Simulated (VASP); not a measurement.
A run of VASP 6.6.1:

Contents of INCAR:

```
PREC = Accurate ; ENCUT = 520
EDIFF = 1E-7 ; ISMEAR = 0
SIGMA = 0.01 ; LREAL = False
LASPH = True ; NELM = 100
ALGO = Normal ; ISIF = 2
LWAVE = False ; LCHARG = True
GGA = PE ; LELF = True
LVHAR = True ; NBANDS = 16
```

The input KPOINTS:

```
regular mesh
0
Gamma
  8 8 8
```

File POSCAR:

```
GaN
1.0
    0.0000000000      2.1551594441      2.1551594441
    2.1551594441      0.0000000000      2.1551594441
    2.1551594441      2.1551594441      0.0000000000
Ga N
1 1
Direct
    0.5000000000      0.5000000000      0.5000000000
    0.0000000000      0.0000000000      0.0000000000
```

Potentials or basis: VASP PAW PBE potentials, release 64 (Ga_d, N).

The run is started by

```console
$ cat potpaw_PBE.64/Ga_d/POTCAR potpaw_PBE.64/N/POTCAR > POTCAR
$ mpirun -np 1 vasp_std > vasp.out
```

Hardware: 1 thread of AMD EPYC 7R13 (shared host).

Question: Estimate the wall time of this run.

Answer: Run time: 24 s on 1 thread of AMD EPYC 7R13 (shared host), peak memory 0.11 GiB. Counts: scf iterations 13, k points 29.
